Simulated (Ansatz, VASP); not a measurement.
# Ta in VASP and in Ansatz

```
CELL_PARAMETERS angstrom
-1.65128 1.65128 1.65128
1.65128 -1.65128 1.65128
1.65128 1.65128 -1.65128
ATOMIC_POSITIONS crystal
Ta 0.00000 0.00000 0.00000
```

Alike in both runs: task single point; functional LDA; k mesh 11 × 11 × 11; occupations gaussian, width 0.05 eV; no spin polarisation.

|  | VASP | Ansatz |
| --- | --- | --- |
| version | VASP 6.6.1 | Ansatz 0.2.0 |
| potentials or method | VASP PAW LDA potentials, release 64 (Ta_pv), cutoff 520 eV | all-electron LAPW, scalar-relativistic |

```tsv
	VASP	Ansatz	Ansatz less VASP
gap on the k mesh at the Fermi level (eV)	none	none	-
pressure (GPa)	-8.7	-9.6	-0.89
```

LDA's correlation is that of Perdew and Zunger in VASP and of Perdew and Wang (1992) in Ansatz. A gap of «none» marks a metal or a gap that the smearing closes. Ansatz ran all-electron here, and VASP with PAW potentials.

Neither program's run includes spin-orbit coupling.
